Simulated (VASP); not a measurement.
Be2ZnTe2O:

```
CELL_PARAMETERS angstrom
5.02680 0.00000 0.00000
-2.51340 4.35334 0.00000
0.00000 0.00000 5.28400
ATOMIC_POSITIONS crystal
Be 0.33333 0.66667 0.00000
Be 0.66667 0.33333 0.00000
Zn 0.00000 0.00000 0.50000
Te 0.33333 0.66667 0.50000
Te 0.66667 0.33333 0.50000
O 0.00000 0.00000 0.00000
```

The cell was built from a structure type or drawn by symmetry, and may not be a known phase.

| Item | Value |
| --- | --- |
| Program | VASP 6.6.1 |
| Task | relaxation of cell and atoms |
| Functional | PBE |
| Potentials or basis | VASP PAW PBE potentials, release 64 (Be, Zn, Te, O) |
| Cutoff | 600 eV |
| k mesh | 6 × 6 × 4 |
| Occupations | gaussian, width 0.1 eV |
| Spin | no spin polarisation |

At the start: pressure -1.3 GPa; volume 19.27 Å³/atom.

**Question.** How do energy, volume and symmetry change on relaxing?

**Answer.** Over 34 steps the energy falls by 196.3 meV/atom and the volume is 26.14 Å³/atom (+35.7 %); space group P6/mmm (No. 191, to 0.1 Å) before and after.

Step by step:
```csv
step,energy change (eV),largest force (eV/Å),pressure (GPa),volume (Å³)
1,0.0000,0.0000,-1.28,115.63
2,-0.3710,0.0000,-0.55,112.87
3,-0.5603,0.0000,1.85,109.56
4,-0.5660,0.0000,3.22,108.37
5,-0.5689,0.0000,2.70,108.76
6,-0.6318,0.0000,0.05,114.36
7,-0.6356,0.0000,-0.75,116.41
8,-0.6643,0.0000,-0.09,116.89
9,-0.6718,0.0000,3.55,117.97
10,-0.6830,0.0000,1.46,117.51
11,-0.6841,0.0000,1.79,117.60
12,-0.6837,0.0000,2.57,117.80
13,-0.6847,0.0000,2.20,117.72
14,-0.6909,0.0000,2.32,118.29
15,-0.7048,0.0000,2.94,119.98
16,-0.7686,0.0000,4.23,123.27
17,-0.6898,0.0000,8.34,129.42
18,-0.8088,0.0000,5.23,125.36
19,-0.7986,0.0000,6.45,127.18
20,-0.8111,0.0000,5.83,126.31
21,-0.8158,0.0000,5.91,126.79
22,-0.8225,0.0000,6.20,128.23
23,-0.8331,0.0000,6.06,128.57
24,-0.8634,0.0000,5.64,129.60
25,-0.9187,0.0000,4.88,131.68
26,-1.0099,0.0000,3.51,135.90
27,-1.1247,0.0000,1.23,144.60
28,-1.0935,0.0000,-2.59,163.03
29,-1.1540,0.0000,-0.47,152.03
30,-1.1622,0.0000,-0.42,153.12
31,-1.1763,0.0000,-0.27,156.40
32,-1.1771,0.0000,-0.22,157.48
33,-1.1771,0.0000,-0.21,157.37
34,-1.1775,0.0000,-0.10,156.86
```

Final structure:
```
Be Zn Te O
1.0
     6.60425    0.00000    0.00000
    -3.30213    5.71945    0.00000
     0.00000    0.00000    4.15272
Be Zn Te O
2 1 2 1
Direct
  0.33333 0.66667 0.00000
  0.66667 0.33333 0.00000
  0.00000 0.00000 0.50000
  0.33333 0.66667 0.50000
  0.66667 0.33333 0.50000
  0.00000 0.00000 0.00000
```

Caveat: the volume moved by over 15 % at a fixed basis, so the end points are rough.
